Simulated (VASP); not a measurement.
Ti, 2 atoms in the cell. The structure is hexagonal, space group P6_3/mmc (No. 194). Conventional cell: a = 2.897 Å, b = 2.897 Å, c = 4.596 Å, α = 90.00°, β = 90.00°, γ = 120.00°. Ti (site symmetry -6m2) has 12 Ti at 2.84 to 2.90 Å within 3.7 Å. 

```yaml
Program: VASP 6.6.1
Task: single point
Functional: PBEsol
Potentials_or_basis: VASP PAW PBE potentials, release 64 (Ti_sv)
Cutoff: 520 eV
k_mesh: 9 × 9 × 5
Occupations: gaussian, width 0.02 eV
Spin: no spin polarisation
Dipole_correction: no
Further_INCAR_settings: ALGO = Normal; EDIFF = 1e-07; NBANDS = 19
```

Potentials or basis: VASP PAW PBE potentials, release 64 (Ti_sv).

Launch:

```bash
$ cat potpaw_PBE.64/Ti_sv/POTCAR > POTCAR
$ mpirun -np 1 vasp_std > vasp.out
```

Hardware: 1 thread of Intel Xeon 8259CL, on a shared host.

Estimate the wall time of this run.

It took 31 s on 1 thread of Intel Xeon 8259CL, on a shared host, peak memory 0.16 GiB. Counts: scf iterations 15, k points 36.
